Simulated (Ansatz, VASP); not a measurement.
## BN in VASP and in Ansatz

POSCAR

```
BN
1.0
    2.5178942316      0.0000000000      0.0000000000
   -1.2589471158      2.1805603686      0.0000000000
    0.0000000000      0.0000000000      4.1647815285
B N
2 2
Direct
    0.3333333333      0.6666666667     -0.0003036371
    0.6666666667      0.3333333333      0.4996963629
    0.3333333333      0.6666666667      0.3743036371
    0.6666666667      0.3333333333      0.8743036371
```

The input INCAR.step1:

```
SYSTEM = BN
  ALGO = Normal
  EDIFF = 1E-4
  ENCUT = 520
  GGA = PE
  ISMEAR = 0
  LASPH = .TRUE.
  LCHARG = .FALSE.
  LREAL = .FALSE.
  LWAVE = .TRUE.
  NELM = 80
  PREC = Accurate
  SIGMA = 0.02
```

Contents of INCAR.step2:

```
SYSTEM = BN
  ALGO = Normal
  EDIFF = 1E-6
  EDIFFG = -0.002
  ENCUT = 520
  IBRION = 2
  ISIF = 2
  ISMEAR = 0
  ISTART = 1
  LASPH = .TRUE.
  LCHARG = .FALSE.
  LMIXTAU = .TRUE.
  LREAL = .FALSE.
  LWAVE = .FALSE.
  METAGGA = R2SCAN
  NELM = 80
  NSW = 60
  PREC = Accurate
  SIGMA = 0.02
```

Contents of KPOINTS:

```
k-points
0
G
  9 9 6
  0 0 0
```

Input for Ansatz:

```yaml
crystal:
  lattice:
    - [2.5178942316, 0.0, 0.0]
    - [-1.2589471158, 2.1805603686, 0.0]
    - [0.0, 0.0, 4.1647815285]
  atoms:
    - { symbol: B, position: [0.3333333333, 0.6666666667, -0.0003036371] }
    - { symbol: B, position: [0.6666666667, 0.3333333333, 0.4996963629] }
    - { symbol: "N", position: [0.3333333333, 0.6666666667, 0.3743036371] }
    - { symbol: "N", position: [0.6666666667, 0.3333333333, 0.8743036371] }
basis:
  ecutwfc: 500
kpoints:
  mp_grid: { grid: [9, 9, 6] }
hamiltonian:
  xc: r2scan
  pseudopotentials: { kind: paw, azcp: { folder: soft_1 } }
scf:
  occupations: { method: gaussian, width: 0.02 }
output:
  forces: true
  stress: true
  eigenvalues: true
relax:
  adjacent_minimum: "off"
  f_tol: 0.002
  max_steps: 40
```

Change from the starting cell: strained cell.

Alike in both runs: task relaxation of the atoms; functional r2SCAN; k mesh 9 × 9 × 6; occupations gaussian, width 0.02 eV; no spin polarisation.

|  | VASP | Ansatz |
| --- | --- | --- |
| version | VASP 6.6.1 | Ansatz 0.2.0 |
| potentials or method | VASP PAW PBE potentials, release 64 (B, N), cutoff 520 eV | scalar-relativistic, plane waves, PAW |
| valence electrons in the cell | 16 | 16 |

|  | VASP | Ansatz | Ansatz less VASP |
| --- | --- | --- | --- |
| gap on the k mesh at the Fermi level, each at its own relaxed structure (eV) | 5.66 | 5.69 | +0.031 |

VASP's potentials were made for PBE, not for r2SCAN. Ansatz's warnings: stress scf threshold loose.
